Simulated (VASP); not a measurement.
Wanted: the native input for a VASP 6.6.1 run.

```yaml
Task: single point
Functional: LDA
Potentials_or_basis: VASP PAW LDA potentials, release 64 (Mn_pv, F)
Cutoff: 520 eV
k_mesh: 6 × 6 × 9
Occupations: fermi-dirac, width 0.1 eV
Spin: collinear spin, ferromagnetic start
Starting_moments: "[4.0, 4.0, 0.0, 0.0, 0.0, 0.0] μB"
Dipole_correction: no
Further_INCAR_settings: ALGO = Normal; EDIFF = 1e-06; NBANDS = 40
```

The structure of MnF2 lies in POSCAR:

```
MnF2
1.0
    4.8738000000      0.0000000000      0.0000000000
    0.0000000000      4.8738000000      0.0000000000
    0.0000000000      0.0000000000      3.3107000000
Mn F
2 4
Direct
    0.5000000000      0.5000000000      0.5000000000
    0.0000000000      0.0000000000      0.0000000000
    0.8053000000      0.1947000000      0.5000000000
    0.6947000000      0.6947000000      0.0000000000
    0.1947000000      0.8053000000      0.5000000000
    0.3053000000      0.3053000000      0.0000000000
```

These files were run (other wordings do the same):

INCAR

```
ALGO     = Normal         # electronic algorithm
EDIFF    = 1E-6           # SCF threshold, eV
ENCUT    = 520            # plane-wave cutoff, eV
ISIF     = 2              # what is computed and relaxed
ISMEAR   = -1             # smearing method
ISPIN    = 2              # spin polarisation
LASPH    = T              # aspherical terms in the spheres
LCHARG   = F              # write CHGCAR
LMAXMIX  = 4              # l up to which the mixer works
LORBIT   = 11             # projections on sites
LREAL    = F              # projectors in reciprocal space
LWAVE    = F              # write WAVECAR
MAGMOM   = 4 4 0 0 0 0    # initial moments
NBANDS   = 40             # bands
NELM     = 150            # most SCF steps
PREC     = Accurate       # precision mode
SIGMA    = 0.1            # smearing width, eV
```

KPOINTS

```
k-points
0
Gamma
  6 6 9
```

Potentials or basis: VASP PAW LDA potentials, release 64 (Mn_pv, F).

Launch:

```bash
$ cat potpaw_LDA.64/Mn_pv/POTCAR potpaw_LDA.64/F/POTCAR > POTCAR
$ mpirun -np 1 vasp_std > vasp.out
```

Results of the run:

```json
{
 "Pressure": "-5.6 GPa",
 "Largest force": "0.042 eV/Å",
 "Band gap on the k mesh": "0.79 eV, direct",
 "Net moment": "10.00 μB per cell",
 "Site moments": "Mn +4.55; F +0.10 μB",
 "Valence electrons inside the program's atomic spheres": "Mn 11.28; F 6.06"
}
```

Caveat: only a ferromagnetic start was run, and an antiferromagnetic order may lie lower in energy.

Run time: 5.3 min on 1 thread of Intel Xeon 8259CL (shared host), peak memory 0.31 GiB.
